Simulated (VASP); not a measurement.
# Li2S: relaxation of cell and atoms with PBE+D3(BJ)

The system is Li2S.

```xyz
3
Lattice="0.0000 2.8445 2.8445 2.8445 0.0000 2.8445 2.8445 2.8445 0.0000" Properties=species:S:1:pos:R:3 pbc="T T T"
Li    1.4223    1.4223    1.4223
Li    4.2668    4.2668    4.2668
S     0.0000    0.0000    0.0000
```

```yaml
Program: VASP 6.6.1
Task: relaxation of cell and atoms
Functional: PBE
Dispersion: D3(BJ)
Potentials_or_basis: VASP PAW PBE potentials, release 64 (Li_sv, S)
Cutoff: 750 eV
k_mesh: 6 × 6 × 6
Occupations: gaussian, width 0.01 eV
Spin: no spin polarisation
Dipole_correction: no
Further_INCAR_settings: ALGO = Normal; EDIFF = 1e-07; IBRION = 2; EDIFFG = -0.03; NSW = 80; ISIF = 3
```

```
Relaxed volume                         : 14.38 Å³/atom
Relaxed cell                           : a = 3.937 Å, b = 3.937 Å, c = 3.937 Å, α = 60.00°, β = 60.00°, γ = 60.00°
Space group after relaxing (to 0.05 Å) : Fm-3m (No. 225)
Energy gained by relaxing              : 8.9 meV/atom
Ionic steps                            : 3
Pressure after relaxing                : -0.1 GPa
Band gap on the k mesh                 : 3.34 eV, indirect (least direct gap 4.63 eV)
Dispersion energy per atom             : -0.283 eV
```

The path:
| step | energy change (eV) | largest force (eV/Å) | pressure (GPa) | volume (Å³) |
| --- | --- | --- | --- | --- |
| 1 | 0.0000 | 0.0000 | -2.75 | 46.03 |
| 2 | -0.0218 | 0.0000 | -1.25 | 44.30 |
| 3 | -0.0266 | 0.0000 | -0.07 | 43.15 |

Final structure:
```xyz
3
Lattice="0.0000 2.7838 2.7838 2.7838 0.0000 2.7838 2.7838 2.7838 0.0000" Properties=species:S:1:pos:R:3 pbc="T T T"
Li    1.3919    1.3919    1.3919
Li    4.1757    4.1757    4.1757
S     0.0000    0.0000    0.0000
```

Levels at points of the mesh, in eV from the valence-band top:
| k point | band 2 | band 3 | band 4 | band 5 | band 6 | band 7 | band 8 | band 9 | band 10 |
| --- | --- | --- | --- | --- | --- | --- | --- | --- | --- |
| (0.00, 0.00, 0.00) | -43.99 | -11.22 | 0.00 | 0.00 | 0.00 | 4.63 | 6.26 | 6.26 | 6.26 |
| (0.50, 0.00, 0.00) | -44.02 | -10.73 | -3.11 | -0.56 | -0.56 | 6.43 | 6.60 | 6.60 | 8.76 |
| (0.50, 0.50, 0.00) | -44.01 | -10.59 | -2.31 | -1.56 | -1.56 | 3.34 | 7.27 | 11.61 | 11.61 |

Wall time 52 s on 1 thread of Intel Xeon 8259CL (shared host), peak memory 0.21 GiB.

A k mesh can miss the band edges. Expect the measured gap to be larger: semilocal functionals such as PBE lack the derivative discontinuity.
